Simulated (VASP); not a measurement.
KI, 2 atoms in the cell. It takes space group Pm-3m (No. 221, cubic). Conventional cell: a = 4.229 Å, b = 4.229 Å, c = 4.229 Å, α = 90.00°, β = 90.00°, γ = 90.00°. K (site symmetry m-3m) has 8 I at 3.66 Å and 6 K at 4.23 Å within 4.8 Å. I (site symmetry m-3m) has 8 K at 3.66 Å and 6 I at 4.23 Å within 4.8 Å. 

| Item | Value |
| --- | --- |
| Program | VASP 6.6.1 |
| Task | vibrations by perturbation theory |
| Functional | PBEsol |
| Potentials or basis | VASP PAW PBE potentials, release 64 (K_sv, I) |
| Cutoff | 520 eV |
| k mesh | 6 × 6 × 6 |
| Occupations | gaussian, width 0.01 eV |
| Spin | no spin polarisation |
| Dipole correction | no |
| Further INCAR settings | ALGO = Normal; EDIFF = 1e-08; NBANDS = 15; IBRION = 8; NSW = 1 |

Potentials or basis: VASP PAW PBE potentials, release 64 (K_sv, I).

The run is started by

```console
$ cat potpaw_PBE.64/K_sv/POTCAR potpaw_PBE.64/I/POTCAR > POTCAR
$ mpirun -np 1 vasp_std > vasp.out
```

Hardware: 1 thread of Intel Xeon 8259CL, on a shared host.

Q: Estimate the wall time of this run.

A: It took 11 min on 1 thread of Intel Xeon 8259CL, with other jobs on the host, peak memory 0.28 GiB. Counts: scf iterations 230, k points 20.
